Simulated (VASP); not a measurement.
Cu3AgIr2Pd4Pt2:

```xyz
12
Lattice="-3.8798 -3.8798 0.0000 0.0000 3.8798 3.8798 -3.8798 3.8798 -3.8798" Properties=species:S:1:pos:R:3 pbc="T T T"
Cu   -7.7549    3.8599   -0.0241
Cu   -5.8079    3.8845   -1.9427
Cu   -3.8942    3.9104    0.0055
Pd   -3.8487   -0.0002   -0.0104
Pd   -3.8855   -1.9152    1.9309
Pd   -3.8968    1.9502    1.9335
Pd   -1.9071    3.8591    1.9645
Ag   -5.7973    1.9185   -0.0182
Ir   -3.8803    1.9890   -1.9476
Ir   -1.9402    1.9665    0.0340
Pt   -5.8148    1.9464   -3.8709
Pt   -5.8009   -0.0345   -1.9348
```

```yaml
Program: VASP 6.6.1
Task: relaxation of cell and atoms
Functional: PBE
Potentials_or_basis: VASP PAW PBE potentials, release 64 (Cu, Pd, Ag, Ir, Pt)
Cutoff: 600 eV
k_mesh: 3 × 3 × 2, shifted
Occupations: gaussian, width 0.1 eV
Spin: no spin polarisation
```

At the start: pressure -0.0 GPa; volume 14.60 Å³/atom.

Question: Where does the relaxation end?

Answer: Over 15 steps the energy falls by 22.6 meV/atom and the volume is 14.63 Å³/atom (+0.2 %); space group P1 (No. 1, to 0.1 Å) before and after.

The path:
```tsv
step	energy change (eV)	largest force (eV/Å)	pressure (GPa)	volume (Å³)
1	0.0000	1.1274	-0.02	175.20
2	-0.1820	0.5457	-0.04	175.16
3	-0.2090	0.4756	0.25	175.12
4	-0.2487	0.1817	-0.37	175.75
5	-0.2549	0.2375	-0.66	176.11
6	-0.2583	0.1395	1.33	174.38
7	-0.2605	0.1397	0.54	175.04
8	-0.2660	0.1479	0.00	175.53
9	-0.2661	0.1538	-0.04	175.58
10	-0.2688	0.0664	-0.12	175.65
11	-0.2691	0.1026	-0.16	175.69
12	-0.2703	0.0563	0.31	175.26
13	-0.2703	0.0581	0.28	175.28
14	-0.2707	0.0571	-0.19	175.67
15	-0.2709	0.0337	-0.04	175.54
```

Final structure:
```
Cu Pd Ag Ir Pt
1.0
    -3.89702   -3.88528    0.02875
    -0.01531    3.87176    3.88378
    -3.84937    3.86601   -3.86265
Cu Pd Ag Ir Pt
3 4 1 2 2
Direct
  0.00808 0.01242 0.00288
  0.49025 0.49257 0.00230
  0.33295 0.66835 0.66556
  0.65820 0.32451 0.32910
  0.00625 0.49640 0.00366
  0.66052 0.82617 0.32311
  0.16666 0.82917 0.33058
  0.83399 0.67633 0.67674
  0.33702 0.17888 0.66357
  0.15981 0.32300 0.34597
  0.49317 0.99743 0.98670
  0.83312 0.17191 0.66712
```

Caveat: the k points lie up to 0.47 Å⁻¹ apart in the final cell.
